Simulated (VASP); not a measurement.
# Mn (Fd-3m) in VASP: single point with PBEsol

Aim: the single point of Mn with PBEsol.

Everything below comes from runs of VASP 6.6.1. Logs are shortened: lines on timing, memory, paths and dates and some standing lists are left out, and cuts for length are marked.

## Step 1: The cell of the first run

Symmetry: Fd-3m, No. 227, cubic system. Conventional cell: a = 4.883 Å, b = 4.883 Å, c = 4.883 Å, α = 90.00°, β = 90.00°, γ = 90.00°. Within 2.8 Å of Mn (site symmetry -43m) lie 4 Mn at 2.11 Å.

## Step 2: Single point, PBEsol, collinear spin, ferromagnetic start

INCAR

```
PREC = Accurate
ENCUT = 520
EDIFF = 1E-6
ISMEAR = -1
SIGMA = 0.05
LREAL = False
LASPH = True
NELM = 150
ALGO = Normal
ISIF = 2
LWAVE = False
LCHARG = False
ISPIN = 2
MAGMOM = 3 3
LORBIT = 11
LMAXMIX = 4
GGA = PS
NBANDS = 24
```

KPOINTS

```
Automatic mesh
0
Gamma
  11 11 11
```

POSCAR

```
Mn
1.0
    0.0000000000      2.4414955829      2.4414955829
    2.4414955829      0.0000000000      2.4414955829
    2.4414955829      2.4414955829      0.0000000000
Mn
2
Direct
    0.1250000000      0.1250000000      0.1250000000
    0.8750000000      0.8750000000      0.8750000000
```

Potentials or basis: VASP PAW PBE potentials, release 64 (Mn_pv).

On the command line:

```bash
$ cat potpaw_PBE.64/Mn_pv/POTCAR > POTCAR
$ mpirun -np 1 vasp_std > vasp.out
```

OUTCAR:

```text
PREC = Accurate
   ENCUT = 520
   EDIFF = 1E-6
   ISMEAR = -1
   LREAL = False
   LASPH = True
   NELM = 150
   ISIF = 2
   ISPIN = 2
   LORBIT = 11
   GGA = PS

 ion  position               nearest neighbor table
   1  0.125  0.125  0.125-   2 2.11   2 2.11   2 2.11   2 2.11
   2  0.875  0.875  0.875-   1 2.11   1 2.11   1 2.11   1 2.11

  LATTYP: Found a face centered cubic cell.
 ALAT       =     4.8829911658

  Lattice vectors:

 A1 = (   0.0000000000,   2.4414955829,   2.4414955829)
 A2 = (   2.4414955829,   0.0000000000,   2.4414955829)
 A3 = (   2.4414955829,   2.4414955829,   0.0000000000)

Analysis of symmetry for initial positions (statically):
=====================================================================
 Subroutine PRICEL returns:
 Original cell was already a primitive cell.

 Routine SETGRP: Setting up the symmetry group for a
 face centered cubic supercell.

 Subroutine GETGRP returns: Found 48 space group operations
 (whereof 12 operations were pure point group operations)
 out of a pool of 48 trial point group operations.

The static configuration has the point symmetry D_3d.
 The point group associated with its full space group is O_h .

Analysis of symmetry for dynamics (positions and initial velocities):
=====================================================================
 Subroutine PRICEL returns:
 Original cell was already a primitive cell.

 Routine SETGRP: Setting up the symmetry group for a
 face centered cubic supercell.

 Subroutine GETGRP returns: Found 48 space group operations
 (whereof 12 operations were pure point group operations)
 out of a pool of 48 trial point group operations.

The dynamic configuration has the point symmetry D_3d.
 The point group associated with its full space group is O_h .

Analysis of structural, dynamic, and magnetic symmetry:
=====================================================================
 Subroutine PRICEL returns:
 Original cell was already a primitive cell.

 Routine SETGRP: Setting up the symmetry group for a
 face centered cubic supercell.

 Subroutine GETGRP returns: Found 48 space group operations
 (whereof 12 operations were pure point group operations)
 out of a pool of 48 trial point group operations.

The overall configuration has the point symmetry D_3d.
 The point group associated with its full space group is O_h .

 Subroutine INISYM returns: Found 48 space group operations
 (whereof 12 operations are pure point group operations),
 and found     1 'primitive' translations

[... 115 lines left out ...]
  volume/ion in A,a.u.               =      14.55        98.21
  Fermi-wavevector in a.u.,A,eV,Ry     =   1.576643  2.979423 33.821401  2.485803
  Thomas-Fermi vector in A             =   2.677445
   LORBIT       =     11    0 simple, 1 ext, 2 COOP (PROOUT), +10 PAW based schemes
   GGA     = PS    functional components
   LHFCALC =     F    Hartree Fock is set to
   AEXX    =    0.0000 exact exchange contribution
   IVDW    =     0    specifies the selected vdW correction
   LEPSILON=     F    determine dielectric tensor
   LRPA    =     F    only Hartree local field effects (RPA)
 spin polarized calculation
  energy-cutoff  :      520.00
  volume of cell :       29.11
 maximum number of plane-waves:       801
 NGX is ok and might be reduce to    28
   NGX = 13   NGY = 13   NGZ = 13

 number of electron      26.0000005 magnetization      -0.0031997

 number of electron      26.0000005 magnetization       0.0003103

 Free energy of the ion-electron system (eV)
  ---------------------------------------------------
  ext. energy  EPLUGINS =         0.00000000
  ---------------------------------------------------
  free energy    TOTEN  =       -16.46979194 eV

  energy without entropy =      -16.45697923  energy(sigma->0) =      -16.46338559

 E-fermi :   6.3233     XC(G=0): -12.0891

 val. band max:        6.3003332167   @ k =  -0.4545   0.4545   0.0000
 cond. band min:       6.3256417588   @ k =   0.1818   0.0000   0.0000
 fundamental gap:      0.0253085421
 Fermi energy:         6.3232710545

 spin component 1

 k-point     1 :       0.0000    0.0000    0.0000
  band No.  band energies     occupation
      1     -41.4669      1.00000
      2     -41.4669      1.00000
      3     -41.4669      1.00000
      4     -40.6616      1.00000
      5     -40.6616      1.00000
      6     -40.6616      1.00000
[... 637 lines left out ...]
     23      23.2777      0.00000
     24      23.7669      0.00000

 [... further k-points ...]

 spin component 2

 k-point     1 :       0.0000    0.0000    0.0000
  band No.  band energies     occupation
      1     -41.4670      1.00000
      2     -41.4670      1.00000
      3     -41.4670      1.00000
      4     -40.6618      1.00000
      5     -40.6618      1.00000
      6     -40.6618      1.00000
[... 637 lines left out ...]
     23      23.2778      0.00000
     24      23.7668      0.00000

 [... further k-points ...]

------------------------ aborting loop because EDIFF is reached ----------------------------------------

  FORCE on cell =-STRESS in cart. coord.  units (eV):
  Direction    XX          YY          ZZ          XY          YZ          ZX
  --------------------------------------------------------------------------------------
  -------------------------------------------------------------------------------------
  Total        0.1026404      0.1026404      0.1026404     -0.0000000      0.0000000      0.0000000
  in kB        5.6497765      5.6497765      5.6497765     -0.0000000      0.0000000      0.0000000
  external PRESSURE =       5.6497765 kB  Pullay stress =       0.0000000 kB

 VOLUME and BASIS-vectors are now :
 -----------------------------------------------------------------------------
  energy-cutoff  :      520.00
  volume of cell :       29.11
      direct lattice vectors                 reciprocal lattice vectors
     0.000000000  2.441495583  2.441495583    -0.204792506  0.204792506  0.204792506
     2.441495583  0.000000000  2.441495583     0.204792506 -0.204792506  0.204792506
     2.441495583  2.441495583  0.000000000     0.204792506  0.204792506 -0.204792506

 POSITION                                       TOTAL-FORCE (eV/Angst)
 -----------------------------------------------------------------------------------
      0.61037      0.61037      0.61037        -0.000000      0.000000     -0.000000
      4.27262      4.27262      4.27262         0.000000     -0.000000      0.000000
 -----------------------------------------------------------------------------------
    total drift:                                0.000000     -0.000000     -0.000000

  FREE ENERGIE OF THE ION-ELECTRON SYSTEM (eV)
  ---------------------------------------------------
  free  energy   TOTEN  =       -16.4697919383 eV

  energy  without entropy=      -16.4569792331  energy(sigma->0) =      -16.46338559

 total charge

# of ion       s       p       d       tot
------------------------------------------
    1        0.498   6.278   5.350  12.126
    2        0.498   6.278   5.350  12.126
--------------------------------------------------
tot          0.997  12.555  10.701  24.253

 magnetization (x)

# of ion       s       p       d       tot
------------------------------------------
    1        0.000   0.000   0.000   0.000
    2        0.000   0.000   0.000   0.000
--------------------------------------------------
tot          0.000   0.000   0.000   0.000
```

OSZICAR:

```text
N       E                     dE             d eps       ncg     rms          rms(c)
DAV:   1     0.266554213505E+03    0.26655E+03   -0.15234E+04  5392   0.144E+03
DAV:   2    -0.503670243144E+01   -0.27159E+03   -0.25942E+03  5472   0.397E+02
DAV:   3    -0.157282356910E+02   -0.10692E+02   -0.10634E+02  6288   0.918E+01
DAV:   4    -0.158406598146E+02   -0.11242E+00   -0.11242E+00  6040   0.913E+00
DAV:   5    -0.158429170661E+02   -0.22573E-02   -0.22572E-02  6368   0.129E+00    0.203E+01
DAV:   6    -0.162347840695E+02   -0.39187E+00   -0.69350E+00  6088   0.283E+01    0.553E+00
DAV:   7    -0.164611901560E+02   -0.22641E+00   -0.46184E-01  5920   0.703E+00    0.331E+00
DAV:   8    -0.164761179623E+02   -0.14928E-01   -0.39091E-02  6008   0.191E+00    0.124E+00
DAV:   9    -0.164701168739E+02    0.60011E-02   -0.57366E-03  6248   0.636E-01    0.551E-01
DAV:  10    -0.164696663950E+02    0.45048E-03   -0.21452E-03  6152   0.453E-01    0.172E-01
DAV:  11    -0.164697900873E+02   -0.12369E-03   -0.29822E-04  5992   0.192E-01    0.257E-02
DAV:  12    -0.164697927260E+02   -0.26388E-05   -0.89639E-06  6104   0.276E-02    0.116E-02
DAV:  13    -0.164697919383E+02    0.78770E-06   -0.54714E-07  3408   0.789E-03
   1 F= -.16469792E+02 E0= -.16463386E+02  d E =-.128127E-01  mag=    -0.0005
```

stdout:

```text
POSCAR found type information on POSCAR Mn
 POSCAR found :  1 types and       2 ions
 scaLAPACK will be used
 -----------------------------------------------------------------------------
|                                                                             |
|                                                                             |
|     You enforced a specific xc type in the INCAR file but a different       |
|     I HOPE YOU KNOW WHAT YOU ARE DOING!                                     |
|                                                                             |
 -----------------------------------------------------------------------------

 LDA part: xc-table for (Slater+PW92), standard interpolation
 POSCAR, INCAR and KPOINTS ok, starting setup
 FFT: planning ... GRIDC
 FFT: planning ... GRID_SOFT
 FFT: planning ... GRID
 WAVECAR not read
 entering main loop
```

Wall time 44 s (1 thread of Intel Xeon Platinum 8488C (Sapphire Rapids), shared host); peak memory 0.2 GiB.

Results:

| Property | Result |
| --- | --- |
| Free energy | -16.4698 eV |
| Pressure | 0.6 GPa |
| Band gap on the k mesh | zero (filled and empty bands overlap) |
| Net moment | 0.00 μB per cell |
| Valence electrons inside the program's atomic spheres | Mn 12.13 |

Caveat: the starting moments collapsed, and a magnetic state may lie lower; the PAW data sets were made with another functional, which shifts forces and pressure a little.
